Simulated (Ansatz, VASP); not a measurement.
# GaN in VASP and in Ansatz

```
Ga N
1.0
     0.00000    2.24894    2.24894
     2.24894    0.00000    2.24894
     2.24894    2.24894    0.00000
Ga N
1 1
Direct
  0.00000 0.00000 0.00000
  0.74037 0.75321 0.75321
```

Change from the starting cell: all N atoms moved +0.025 Å, as atom 2 towards its neighbour atom 1 (Ga) at 1.948 Å.

Alike in both runs: task single point; functional r2SCAN; k mesh 10 × 10 × 10; occupations gaussian, width 0.05 eV; no spin polarisation.

|  | VASP | Ansatz |
| --- | --- | --- |
| version | VASP 6.6.1 | Ansatz 0.2.0 |
| potentials or method | VASP PAW PBE potentials, release 64 (Ga_d, N), cutoff 520 eV | scalar-relativistic, plane waves, PAW |
| valence electrons in the cell | 18 | 18 |

Ansatz gave:

```
gap on the k mesh at the Fermi level (eV)                     : 2.14
least direct gap on the mesh (eV)                             : 2.14
pressure (GPa)                                                : 0.1
traceless stress, the component that is largest in VASP (GPa) : -0.92
rms of the force components (eV/Å)                            : 0.197
```

Task: What did VASP give for the same quantities?

Result: gap on the k mesh at the Fermi level (eV): 2.13; least direct gap on the mesh (eV): 2.13; pressure (GPa): 1.1; traceless stress, the component that is largest in VASP (GPa): -0.97; rms of the force components (eV/Å): 0.202.

VASP's potentials were made for PBE, not for r2SCAN. Atom by atom the forces differ by 0.005 eV/Å (rms over components).
